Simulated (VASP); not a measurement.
# I (Fm-3m) in VASP: further runs

Runs on I. Level: PBE. Tasks: single point, relaxation of cell and atoms.

All numbers are computed with VASP 6.6.1; they aren't measurements. Logs are shortened: lines on timing, memory, paths and dates and some standing lists are left out, and cuts for length are marked.

### Step 1. The cell of the first run

The structure is cubic, space group Fm-3m (No. 225). The conventional cell has a = 4.978 Å, b = 4.978 Å, c = 4.978 Å, α = 90.00°, β = 90.00°, γ = 90.00°. Within 4.6 Å of I (site symmetry m-3m) lie 12 I at 3.52 Å.

### Step 2. Single point, PBE (30.84 Å³/atom)

File INCAR:

```
PREC = Accurate
ENCUT = 520
EDIFF = 1E-6
ISMEAR = -1
SIGMA = 0.05
LREAL = False
LASPH = True
NELM = 60
ALGO = Normal
ISIF = 2
LWAVE = False
LCHARG = True
GGA = PE
LELF = True
LVHAR = True
NBANDS = 10
```

File KPOINTS:

```
regular mesh
0
Gamma
  14 14 14
```

File POSCAR:

```
I
1.0
    0.0000000000      2.4889090649      2.4889090649
    2.4889090649      0.0000000000      2.4889090649
    2.4889090649      2.4889090649      0.0000000000
I
1
Direct
    0.0000000000      0.0000000000      0.0000000000
```

Potentials or basis: VASP PAW PBE potentials, release 64 (I).

Run with:

```console
$ cat potpaw_PBE.64/I/POTCAR > POTCAR
$ mpirun -np 1 vasp_std > vasp.out
```

OUTCAR:

```text
PREC = Accurate
   ENCUT = 520
   EDIFF = 1E-6
   ISMEAR = -1
   LREAL = False
   LASPH = True
   NELM = 60
   ISIF = 2
   GGA = PE

 ion  position               nearest neighbor table
   1  0.000  0.000  0.000-

  LATTYP: Found a face centered cubic cell.
 ALAT       =     4.9778181298

  Lattice vectors:

 A1 = (   0.0000000000,   2.4889090649,   2.4889090649)
 A2 = (   2.4889090649,   0.0000000000,   2.4889090649)
 A3 = (   2.4889090649,   2.4889090649,   0.0000000000)

Analysis of symmetry for initial positions (statically):
=====================================================================
 Subroutine PRICEL returns:
 Original cell was already a primitive cell.

 Routine SETGRP: Setting up the symmetry group for a
 face centered cubic supercell.

 Subroutine GETGRP returns: Found 48 space group operations
 (whereof 48 operations were pure point group operations)
 out of a pool of 48 trial point group operations.

The static configuration has the point symmetry O_h .

Analysis of symmetry for dynamics (positions and initial velocities):
=====================================================================
 Subroutine PRICEL returns:
 Original cell was already a primitive cell.

 Routine SETGRP: Setting up the symmetry group for a
 face centered cubic supercell.

 Subroutine GETGRP returns: Found 48 space group operations
 (whereof 48 operations were pure point group operations)
 out of a pool of 48 trial point group operations.

The dynamic configuration has the point symmetry O_h .

 Subroutine INISYM returns: Found 48 space group operations
 (whereof 48 operations are pure point group operations),
 and found     1 'primitive' translations

----------------------------------------------------------------------------------------

                                     Primitive cell

  volume of cell :      30.8359

  direct lattice vectors                    reciprocal lattice vectors
     0.000000000  2.488909065  2.488909065    -0.200891229  0.200891229  0.200891229
     2.488909065  0.000000000  2.488909065     0.200891229 -0.200891229  0.200891229
     2.488909065  2.488909065  0.000000000     0.200891229  0.200891229 -0.200891229

  length of vectors
     3.519848955  3.519848955  3.519848955     0.347953815  0.347953815  0.347953815

  position of ions in fractional coordinates (direct lattice)
     0.000000000  0.000000000  0.000000000

  ion indices of the primitive-cell ions
   primitive index   ion index
                 1           1

----------------------------------------------------------------------------------------

 KPOINTS: regular mesh

Automatic generation of k-mesh.
 Grid dimensions read from file:
 generate k-points for:   14   14   14

 Generating k-lattice:

  Cartesian coordinates                     Fractional coordinates (reciprocal lattice)
    -0.014349373  0.014349373  0.014349373     0.071428571  0.000000000  0.000000000
     0.014349373 -0.014349373  0.014349373     0.000000000  0.071428571  0.000000000
     0.014349373  0.014349373 -0.014349373     0.000000000  0.000000000  0.071428571

  Length of vectors
     0.024853844  0.024853844  0.024853844

  Shift w.r.t. Gamma in fractional coordinates (k-lattice)
     0.000000000  0.000000000  0.000000000

 Subroutine IBZKPT returns following result:
 ===========================================

 Found    104 irreducible k-points:

 Following reciprocal coordinates:
            Coordinates               Weight
  0.000000  0.000000  0.000000      1.000000
  0.071429  0.000000  0.000000      8.000000
  0.142857  0.000000  0.000000      8.000000
  0.214286  0.000000  0.000000      8.000000
  0.285714  0.000000  0.000000      8.000000
  0.357143  0.000000  0.000000      8.000000
[... 16 lines left out ...]
  0.214286  0.142857  0.000000     24.000000
  0.285714  0.142857  0.000000     24.000000
 [... further k-points ...]
   k-points           NKPTS =    104   k-points in BZ     NKDIM =    104   number of bands    NBANDS=     10
   number of dos      NEDOS =    301   number of ions     NIONS =      1
   total plane-waves  NPLWV =  21952
   dimension x,y,z NGX =    28 NGY =   28 NGZ =   28
   dimension x,y,z NGXF=    56 NGYF=   56 NGZF=   56
   ions per type =               1
   NGX,Y,Z   is equivalent  to a cutoff of  13.22, 13.22, 13.22 a.u.
   NGXF,Y,Z  is equivalent  to a cutoff of  26.45, 26.45, 26.45 a.u.
 SYSTEM =  unknown system
   PREC   = accura    normal or accurate (medium, high low for compatibility)
   ISTART =      0    job   : 0-new  1-cont  2-samecut
   ICHARG =      2    charge: 1-file 2-atom 10-const
   ISPIN  =      1    spin polarized calculation?
   LNONCOLLINEAR =      F non collinear calculations
   LSORBIT =      F    spin-orbit coupling
   LASPH  =      T    aspherical Exc in radial PAW
   ENCUT  =  520.0 eV  38.22 Ry    6.18 a.u.   6.54  6.54  6.54*2*pi/ulx,y,z
   NELM   =     60;   NELMIN=  2; NELMDL= -5     # of ELM steps
   EDIFF  = 0.1E-05   stopping-criterion for ELM
   LREAL  =      F    real-space projection
   EDIFFG = 0.1E-04   stopping-criterion for IOM
   NSW    =      0    number of steps for IOM
   IBRION =     -1    ionic relax: 0-MD 1-quasi-New 2-CG
   NFREE  =      0    steps in history (QN), initial steepest desc. (CG)
   ISIF   =      2    stress and relaxation
   ISYM   =      2    0-nonsym 1-usesym 2-fastsym
   POTIM  = 0.5000    time-step for ionic-motion
   TEBEG  =    0.0;   TEEND  =   0.0 temperature during run
   PSTRESS=    0.0 pullay stress
   NELECT =       7.0000    total number of electrons
   NUPDOWN=      -1.0000    fix difference up-down
   EMIN   =  10.00;   EMAX   =-10.00  energy-range for DOS
   EFERMI =   0.00;   METHOD = LEGACY
   ISMEAR =    -1;   SIGMA  =   0.05  broadening in eV -4-tet -1-fermi 0-gaus
   EFERMI_NEDOS =   21; number of points for ismear=-14 and -15
   IALGO  =     38    algorithm
   IMIX   =      4    mixing-type and parameters
     AMIX     =   0.40;   BMIX     =  1.00
     AMIX_MAG =   1.60;   BMIX_MAG =  1.00
  volume/ion in A,a.u.               =      30.84       208.09
  Fermi-wavevector in a.u.,A,eV,Ry     =   0.998670  1.887212 13.569647  0.997341
  Thomas-Fermi vector in A             =   2.130909
   LORBIT       =      0    0 simple, 1 ext, 2 COOP (PROOUT), +10 PAW based schemes
   GGA     = PE    functional components
   LHFCALC =     F    Hartree Fock is set to
   AEXX    =    0.0000 exact exchange contribution
   IVDW    =     0    specifies the selected vdW correction
   LEPSILON=     F    determine dielectric tensor
   LRPA    =     F    only Hartree local field effects (RPA)
 non-spin polarized calculation
  energy-cutoff  :      520.00
  volume of cell :       30.84
 maximum number of plane-waves:       869
 NGX is ok and might be reduce to    28
   NGX = 13   NGY = 13   NGZ = 13

 number of electron       7.0000000 magnetization

 Free energy of the ion-electron system (eV)
  ---------------------------------------------------
  ext. energy  EPLUGINS =         0.00000000
  ---------------------------------------------------
  free energy    TOTEN  =        -0.99572924 eV

  energy without entropy =       -0.98531908  energy(sigma->0) =       -0.99052416

 E-fermi :   6.1815     XC(G=0):  -9.7046

 val. band max:        6.1758443162   @ k =   0.5000   0.0714   0.0000
 cond. band min:       6.2202483854   @ k =  -0.2857   0.0714   0.0000
 fundamental gap:      0.0444040692
 Fermi energy:         6.1815020472

 k-point     1 :       0.0000    0.0000    0.0000
  band No.  band energies     occupation
      1      -8.1200      2.00000
      2       7.4592      0.00000
      3       7.4592      0.00000
      4       7.4592      0.00000
      5      14.1713      0.00000
      6      15.7892      0.00000
      7      15.7892      0.00000
      8      15.7892      0.00000
      9      17.7014      0.00000
     10      19.9834      0.00000

 k-point     2 :       0.0714    0.0000    0.0000
  band No.  band energies     occupation
      1      -8.0519      2.00000
      2       6.9438      0.00000
      3       7.4036      0.00000
      4       7.4036      0.00000
      5      14.4742      0.00000
      6      15.4658      0.00000
      7      15.9191      0.00000
      8      15.9191      0.00000
      9      18.4902      0.00000
     10      19.3723      0.00000

 k-point     3 :       0.1429    0.0000    0.0000
  band No.  band energies     occupation
      1      -7.8519      2.00000
      2       5.7410      1.99970
      3       7.2553      0.00000
      4       7.2553      0.00000
      5      14.2418      0.00000
      6      16.0944      0.00000
      7      16.2010      0.00000
      8      16.2010      0.00000
      9      18.6488      0.00000
     10      18.6488      0.00000

 k-point     4 :       0.2143    0.0000    0.0000
  band No.  band energies     occupation
      1      -7.5351      2.00000
      2       4.3218      2.00000
      3       7.0581      0.00000
      4       7.0581      0.00000
      5      13.6929      0.00000
      6      16.2486      0.00000
      7      16.2486      0.00000
      8      17.3938      0.00000
      9      18.5822      0.00000
     10      18.5822      0.00000
[... 222 lines left out ...]
 k-point    22 :       0.1429    0.1429    0.0000
  band No.  band energies     occupation
      1      -7.7620      2.00000
      2       5.9846      1.96176
      3       6.7646      0.00002
      4       6.7646      0.00002
      5      13.9431      0.00000
      6      15.2435      0.00000
      7      17.0176      0.00000
      8      17.0176      0.00000
      9      17.3019      0.00000
     10      20.4047      0.00000

 k-point    23 :       0.2143    0.1429    0.0000
  band No.  band energies     occupation
      1      -7.5268      2.00000
      2       5.0362      2.00000
      3       6.4842      0.00468
      4       6.5708      0.00083
      5      13.6197      0.00000
      6      14.8913      0.00000
      7      16.7228      0.00000
      8      17.4756      0.00000
      9      18.5444      0.00000
     10      20.2716      0.00000

 k-point    24 :       0.2857    0.1429    0.0000
  band No.  band energies     occupation
      1      -7.1877      2.00000
      2       3.8182      2.00000
      3       6.2540      0.38029
      4       6.3119      0.13723
      5      13.4666      0.00000
      6      14.7697      0.00000
      7      16.4775      0.00000
      8      17.4656      0.00000
      9      20.0986      0.00000
     10      20.6095      0.00000

 [... further k-points ...]
[... 5 lines left out ...]
  --------------------------------------------------------------------------------------
  -------------------------------------------------------------------------------------
  Total        0.8109946      0.8109946      0.8109946      0.0000000     -0.0000000     -0.0000000
  in kB       42.1377596     42.1377596     42.1377596      0.0000000     -0.0000000     -0.0000000
  external PRESSURE =      42.1377596 kB  Pullay stress =       0.0000000 kB

 VOLUME and BASIS-vectors are now :
 -----------------------------------------------------------------------------
  energy-cutoff  :      520.00
  volume of cell :       30.84
      direct lattice vectors                 reciprocal lattice vectors
     0.000000000  2.488909065  2.488909065    -0.200891229  0.200891229  0.200891229
     2.488909065  0.000000000  2.488909065     0.200891229 -0.200891229  0.200891229
     2.488909065  2.488909065  0.000000000     0.200891229  0.200891229 -0.200891229

 POSITION                                       TOTAL-FORCE (eV/Angst)
 -----------------------------------------------------------------------------------
      0.00000      0.00000      0.00000        -0.000000      0.000000     -0.000000
 -----------------------------------------------------------------------------------
    total drift:                                0.000000      0.000000      0.000000

  FREE ENERGIE OF THE ION-ELECTRON SYSTEM (eV)
  ---------------------------------------------------
  free  energy   TOTEN  =        -0.9957292400 eV

  energy  without entropy=       -0.9853190833  energy(sigma->0) =       -0.99052416
```

Wall time 16 s (1 thread of Intel Xeon Platinum 8488C (Sapphire Rapids), shared host); peak memory 0.17 GiB.

What came out:

```yaml
Free_energy: -0.9957 eV
Pressure: 4.2 GPa
Band_gap_on_the_k_mesh: zero (an odd number of electrons rules out a gap without spin polarisation)
```

Levels at points of the mesh, in eV from the Fermi level:
```tsv
k point	band 2	band 3	band 4	band 5	band 6	band 7
(0.00, 0.00, 0.00)	1.28	1.28	1.28	7.99	9.61	9.61
(0.50, 0.00, 0.00)	-5.50	0.37	0.37	6.56	8.98	8.98
(0.50, 0.50, 0.00)	-4.95	-1.42	-1.42	4.32	5.08	17.53
```

Caveat: the cell stands under pressure; spin-orbit coupling is left out, which moves the levels of the heavy elements; an odd number of electrons without spin polarisation forces a metal; a magnetic or distorted state may lie lower.

[end of part 1 of 2]
